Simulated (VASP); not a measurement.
# PbO2 (Fm-3m) in VASP: notebook, part 2 of 2

VASP 6.6.1. The steps go on from the part before.

## Step 5: Single point, PBE, collinear spin, zero start

INCAR

```
PREC = Accurate
ENCUT = 520
EDIFF = 1E-7
ISMEAR = 0
SIGMA = 0.1
LREAL = F
LASPH = T
NELM = 150
ALGO = Normal
ISIF = 2
LWAVE = F
LCHARG = F
ISPIN = 2
MAGMOM = 0 0 0
LORBIT = 11
GGA = PE
NBANDS = 24
```

KPOINTS

```
regular mesh
0
Gamma
  6 6 6
```

POSCAR

```
PbO2
1.0
    0.0000000000      2.7019920000      2.7019920000
    2.7019920000      0.0000000000      2.7019920000
    2.7019920000      2.7019920000      0.0000000000
Pb O
1 2
Direct
    0.0000000000      0.0000000000      0.0000000000
    0.2500000000      0.2500000000      0.2500000000
    0.7500000000      0.7500000000      0.7500000000
```

Potentials or basis: VASP PAW PBE potentials, release 64 (Pb_d, O).

On the command line:

```bash
cat potpaw_PBE.64/Pb_d/POTCAR potpaw_PBE.64/O/POTCAR > POTCAR
mpirun -np 1 vasp_std > vasp.out
```

OUTCAR:

```text
PREC = Accurate
   ENCUT = 520
   EDIFF = 1E-7
   ISMEAR = 0
   LREAL = F
   LASPH = T
   NELM = 150
   ISIF = 2
   ISPIN = 2
   LORBIT = 11
   GGA = PE

 ion  position               nearest neighbor table
   1  0.000  0.000  0.000-   3 2.34   3 2.34   3 2.34   2 2.34   2 2.34   2 2.34   3 2.34   2 2.34

   2  0.250  0.250  0.250-   1 2.34   1 2.34   1 2.34   1 2.34
   3  0.750  0.750  0.750-   1 2.34   1 2.34   1 2.34   1 2.34

  LATTYP: Found a face centered cubic cell.
 ALAT       =     5.4039840000

  Lattice vectors:

 A1 = (   0.0000000000,   2.7019920000,   2.7019920000)
 A2 = (   2.7019920000,   0.0000000000,   2.7019920000)
 A3 = (   2.7019920000,   2.7019920000,   0.0000000000)

Analysis of symmetry for initial positions (statically):
=====================================================================
 Subroutine PRICEL returns:
 Original cell was already a primitive cell.

 Routine SETGRP: Setting up the symmetry group for a
 face centered cubic supercell.

 Subroutine GETGRP returns: Found 48 space group operations
[... 9 lines left out ...]

 Routine SETGRP: Setting up the symmetry group for a
 face centered cubic supercell.

 Subroutine GETGRP returns: Found 48 space group operations
 (whereof 48 operations were pure point group operations)
 out of a pool of 48 trial point group operations.

The dynamic configuration has the point symmetry O_h .

Analysis of structural, dynamic, and magnetic symmetry:
=====================================================================
 Subroutine PRICEL returns:
 Original cell was already a primitive cell.

 Routine SETGRP: Setting up the symmetry group for a
 face centered cubic supercell.

 Subroutine GETGRP returns: Found 48 space group operations
 (whereof 48 operations were pure point group operations)
 out of a pool of 48 trial point group operations.

The overall configuration has the point symmetry O_h .

 Subroutine INISYM returns: Found 48 space group operations
[... 5 lines left out ...]
                                     Primitive cell

  volume of cell :      39.4532

  direct lattice vectors                    reciprocal lattice vectors
     0.000000000  2.701992000  2.701992000    -0.185048660  0.185048660  0.185048660
     2.701992000  0.000000000  2.701992000     0.185048660 -0.185048660  0.185048660
     2.701992000  2.701992000  0.000000000     0.185048660  0.185048660 -0.185048660

  length of vectors
     3.821193732  3.821193732  3.821193732     0.320513682  0.320513682  0.320513682

  position of ions in fractional coordinates (direct lattice)
     0.000000000  0.000000000  0.000000000
     0.250000000  0.250000000  0.250000000
     0.750000000  0.750000000  0.750000000

  ion indices of the primitive-cell ions
   primitive index   ion index
                 1           1
                 2           2
                 3           3

----------------------------------------------------------------------------------------

 KPOINTS: regular mesh

Automatic generation of k-mesh.
 Grid dimensions read from file:
 generate k-points for:    6    6    6

[... 44 lines left out ...]
 SYSTEM =  unknown system
   PREC   = accura    normal or accurate (medium, high low for compatibility)
   ISTART =      0    job   : 0-new  1-cont  2-samecut
   ICHARG =      2    charge: 1-file 2-atom 10-const
   ISPIN  =      2    spin polarized calculation?
   LNONCOLLINEAR =      F non collinear calculations
   LSORBIT =      F    spin-orbit coupling
   LASPH  =      T    aspherical Exc in radial PAW
   ENCUT  =  520.0 eV  38.22 Ry    6.18 a.u.   7.10  7.10  7.10*2*pi/ulx,y,z
   NELM   =    150;   NELMIN=  2; NELMDL= -5     # of ELM steps
   EDIFF  = 0.1E-06   stopping-criterion for ELM
   LREAL  =      F    real-space projection
   EDIFFG = 0.1E-05   stopping-criterion for IOM
   NSW    =      0    number of steps for IOM
   IBRION =     -1    ionic relax: 0-MD 1-quasi-New 2-CG
   NFREE  =      0    steps in history (QN), initial steepest desc. (CG)
   ISIF   =      2    stress and relaxation
   ISYM   =      2    0-nonsym 1-usesym 2-fastsym
   POTIM  = 0.5000    time-step for ionic-motion
   TEBEG  =    0.0;   TEEND  =   0.0 temperature during run
   PSTRESS=    0.0 pullay stress
   NELECT =      26.0000    total number of electrons
   NUPDOWN=      -1.0000    fix difference up-down
   EMIN   =  10.00;   EMAX   =-10.00  energy-range for DOS
   EFERMI =   0.00;   METHOD = LEGACY
   ISMEAR =     0;   SIGMA  =   0.10  broadening in eV -4-tet -1-fermi 0-gaus
   EFERMI_NEDOS =   21; number of points for ismear=-14 and -15
   IALGO  =     38    algorithm
   IMIX   =      4    mixing-type and parameters
     AMIX     =   0.40;   BMIX     =  1.00
     AMIX_MAG =   1.60;   BMIX_MAG =  1.00
  volume/ion in A,a.u.               =      13.15        88.75
  Fermi-wavevector in a.u.,A,eV,Ry     =   1.424640  2.692180 27.614384  2.029600
  Thomas-Fermi vector in A             =   2.545110
   LORBIT       =     11    0 simple, 1 ext, 2 COOP (PROOUT), +10 PAW based schemes
   GGA     = PE    functional components
   LHFCALC =     F    Hartree Fock is set to
   AEXX    =    0.0000 exact exchange contribution
   IVDW    =     0    specifies the selected vdW correction
   LEPSILON=     F    determine dielectric tensor
   LRPA    =     F    only Hartree local field effects (RPA)
 spin polarized calculation
 Gauss-broadening in eV      SIGMA  =   0.10
  energy-cutoff  :      520.00
  volume of cell :       39.45
 maximum number of plane-waves:      1073
   NGX = 15   NGY = 15   NGZ = 15

 number of electron      25.9999989 magnetization      -0.0000422

 number of electron      25.9999989 magnetization       0.0000034

 Free energy of the ion-electron system (eV)
  ---------------------------------------------------
  ext. energy  EPLUGINS =         0.00000000
  ---------------------------------------------------
  free energy    TOTEN  =       -15.60965976 eV

  energy without entropy =      -15.60842378  energy(sigma->0) =      -15.60904177

 E-fermi :   5.7246     XC(G=0): -11.1434

 val. band max:        5.6269588447   @ k =  -0.3333   0.5000   0.1667
 cond. band min:       5.9365865386   @ k =   0.1667   0.1667   0.0000
 fundamental gap:      0.3096276938
 Fermi energy:         5.7246237974

 spin component 1

 k-point     1 :       0.0000    0.0000    0.0000
  band No.  band energies     occupation
      1     -12.8660      1.00000
      2     -10.0604      1.00000
      3     -10.0604      1.00000
      4     -10.0604      1.00000
      5     -10.0553      1.00000
      6      -9.8290      1.00000
[... 421 lines left out ...]
     23      27.0057      0.00000
     24      29.4975      0.00000
 Fermi energy:         5.7246237974

 spin component 2

 k-point     1 :       0.0000    0.0000    0.0000
  band No.  band energies     occupation
      1     -12.8660      1.00000
      2     -10.0604      1.00000
      3     -10.0604      1.00000
      4     -10.0604      1.00000
      5     -10.0553      1.00000
      6      -9.8290      1.00000
[... 421 lines left out ...]
     23      27.0057      0.00000
     24      29.4975      0.00000

------------------------ aborting loop because EDIFF is reached ----------------------------------------

  FORCE on cell =-STRESS in cart. coord.  units (eV):
  Direction    XX          YY          ZZ          XY          YZ          ZX
  --------------------------------------------------------------------------------------
  -------------------------------------------------------------------------------------
  Total        0.0572505      0.0572505      0.0572505      0.0000000      0.0000000      0.0000000
  in kB        2.3249168      2.3249168      2.3249168      0.0000000      0.0000000      0.0000000
  external PRESSURE =       2.3249168 kB  Pullay stress =       0.0000000 kB

 VOLUME and BASIS-vectors are now :
 -----------------------------------------------------------------------------
  energy-cutoff  :      520.00
  volume of cell :       39.45
      direct lattice vectors                 reciprocal lattice vectors
     0.000000000  2.701992000  2.701992000    -0.185048660  0.185048660  0.185048660
     2.701992000  0.000000000  2.701992000     0.185048660 -0.185048660  0.185048660
     2.701992000  2.701992000  0.000000000     0.185048660  0.185048660 -0.185048660

 POSITION                                       TOTAL-FORCE (eV/Angst)
 -----------------------------------------------------------------------------------
      0.00000      0.00000      0.00000        -0.000000      0.000000      0.000000
      1.35100      1.35100      1.35100        -0.000000     -0.000000     -0.000000
      4.05299      4.05299      4.05299         0.000000      0.000000      0.000000
 -----------------------------------------------------------------------------------
    total drift:                                0.000000      0.000000      0.000000

  FREE ENERGIE OF THE ION-ELECTRON SYSTEM (eV)
  ---------------------------------------------------
  free  energy   TOTEN  =       -15.6096597636 eV

  energy  without entropy=      -15.6084237849  energy(sigma->0) =      -15.60904177

 total charge

# of ion       s       p       d       tot
------------------------------------------
    1        1.053   0.662   9.979  11.694
    2        1.592   3.346   0.000   4.938
    3        1.592   3.346   0.000   4.938
--------------------------------------------------
tot          4.238   7.353   9.979  21.569

 magnetization (x)

# of ion       s       p       d       tot
------------------------------------------
    1       -0.000  -0.000   0.000   0.000
    2       -0.000   0.000   0.000   0.000
    3       -0.000   0.000   0.000   0.000
--------------------------------------------------
tot         -0.000   0.000   0.000   0.000
```

OSZICAR:

```text
N       E                     dE             d eps       ncg     rms          rms(c)
DAV:   1     0.249295994482E+03    0.24930E+03   -0.12965E+04  1576   0.131E+03
DAV:   2     0.361029835858E+01   -0.24569E+03   -0.22912E+03  1688   0.384E+02
DAV:   3    -0.177943210796E+02   -0.21405E+02   -0.21111E+02  1816   0.110E+02
DAV:   4    -0.183324685212E+02   -0.53815E+00   -0.53790E+00  1848   0.179E+01
DAV:   5    -0.183483224219E+02   -0.15854E-01   -0.15853E-01  2064   0.321E+00    0.955E+00
DAV:   6    -0.156289372919E+02    0.27194E+01   -0.90576E+00  2384   0.341E+01    0.295E+00
DAV:   7    -0.156186582816E+02    0.10279E-01   -0.54142E-01  1816   0.669E+00    0.173E+00
DAV:   8    -0.156192491825E+02   -0.59090E-03   -0.15444E-01  1696   0.327E+00    0.854E-01
DAV:   9    -0.156088306166E+02    0.10419E-01   -0.25188E-02  2320   0.165E+00    0.136E-01
DAV:  10    -0.156096579271E+02   -0.82731E-03   -0.37845E-03  1656   0.404E-01    0.787E-02
DAV:  11    -0.156096567485E+02    0.11786E-05   -0.11993E-04  1904   0.708E-02    0.326E-02
DAV:  12    -0.156096586622E+02   -0.19136E-05   -0.23159E-05  1736   0.304E-02    0.144E-02
DAV:  13    -0.156096598672E+02   -0.12050E-05   -0.47469E-06  1904   0.132E-02    0.525E-03
DAV:  14    -0.156096598247E+02    0.42476E-07   -0.11911E-06  1728   0.720E-03    0.997E-04
DAV:  15    -0.156096597636E+02    0.61082E-07   -0.91535E-08  1656   0.192E-03
   1 F= -.15609660E+02 E0= -.15609042E+02  d E =-.123598E-02  mag=    -0.0000
```

stdout:

```text
POSCAR found type information on POSCAR PbO
 POSCAR found :  2 types and       3 ions
 scaLAPACK will be used
 LDA part: xc-table for (Slater+PW92), standard interpolation
 POSCAR, INCAR and KPOINTS ok, starting setup
 FFT: planning ... GRIDC
 FFT: planning ... GRID_SOFT
 FFT: planning ... GRID
 WAVECAR not read
 entering main loop
```

Run time: 34 s. Hardware: 1 thread of AMD EPYC 7R43 (Zen 3), shared host; peak memory 0.15 GiB.

Results:

```yaml
Free_energy: -15.6097 eV
Pressure: 0.2 GPa
Band_gap_on_the_k_mesh: zero (filled and empty bands overlap)
Net_moment: 0.00 μB per cell
Valence_electrons_inside_the_program's_atomic_spheres: Pb 11.69; O 4.94
```

Caveat: spin-orbit coupling is left out, which moves the levels of the heavy elements.

## Step 6: Single point, PBE

INCAR

```
SYSTEM = PbO2
PREC     = Accurate       ! precision mode
ENCUT    = 520            ! plane-wave cutoff, eV
EDIFF    = 1E-6           ! SCF threshold, eV
ISMEAR   = 1              ! smearing method
SIGMA    = 0.21           ! smearing width, eV
LREAL    = .FALSE.        ! projectors in reciprocal space
LASPH    = .TRUE.         ! aspherical terms in the spheres
NELM     = 60             ! most SCF steps
ALGO     = Normal         ! electronic algorithm
ISIF     = 2              ! what is computed and relaxed
LWAVE    = .FALSE.        ! write WAVECAR
LCHARG   = .FALSE.        ! write CHGCAR
GGA      = PE             ! functional
NELECT   = 25.5         
NBANDS   = 20             ! bands
```

KPOINTS

```
regular mesh
0
G
  2 2 2
  0 0 0
```

POSCAR is that of step 5.

Potentials or basis: VASP PAW PBE potentials, release 64 (Pb_d, O).

On the command line:

```bash
cat potpaw_PBE.64/Pb_d/POTCAR potpaw_PBE.64/O/POTCAR > POTCAR
mpirun -np 1 vasp_std > vasp.out
```

Run time: 3.4 s. Hardware: 1 thread of Intel Xeon Platinum 8375C at 2.90GHz (Ice Lake), shared host; peak memory 0.15 GiB.

The run converged. Its results:

| Quantity | Value |
| --- | --- |
| Free energy | -18.1936 eV |

Levels at points of the mesh, in eV from the Fermi level:
| k point | band 10 | band 11 | band 12 | band 13 | band 14 | band 15 | band 16 | band 17 |
| --- | --- | --- | --- | --- | --- | --- | --- | --- |
| (0.00, 0.00, 0.00) | -1.72 | -1.72 | -1.01 | -1.01 | -1.01 | 7.85 | 7.85 | 7.85 |
| (0.50, 0.00, 0.00) | -2.46 | -2.46 | -1.18 | -1.18 | 2.87 | 7.78 | 10.18 | 10.18 |
| (0.50, 0.50, 0.00) | -4.07 | -0.12 | -0.01 | -0.01 | 2.19 | 6.93 | 10.34 | 11.38 |

Caveat: the k points lie up to 1.01 Å⁻¹ apart; the cell carries a net charge on a neutralising background, which shifts energy and pressure; the cell is charged against a uniform background, so pressure and absolute levels hang on convention; spin-orbit coupling is left out, which moves the levels of the heavy elements.

## Step 7: Overview

```tsv
level	spin	gap on the mesh (eV)	pressure (GPa)	moment (μB)
r2SCAN	off	none	-6.1	-
PBE+D4	collinear, zero start	none	-2.8	0.00
PBE	collinear, zero start	none	0.2	0.00
```

Alike in all rows: task single point; potentials or basis VASP PAW PBE potentials, release 64 (Pb_d, O); cell as given; k mesh 6 × 6 × 6; cutoff (eV) 520; smearing gaussian 0.1 eV.

Every run on the cell as given and a fine mesh finds a metal. The pressure there spans -6.1 GPa (r2SCAN) to 0.2 GPa (PBE); a positive pressure means that this level wants a larger cell, a negative one a smaller.

Caveats: spin-orbit coupling is left out, which moves the levels of the heavy elements; the PAW data sets were made with another functional, which shifts forces and pressure a little (some runs); pairwise dispersion overbinds metals, which lowers pressure and volume (some runs).

Absolute energies hang on the potentials; compare differences alone.
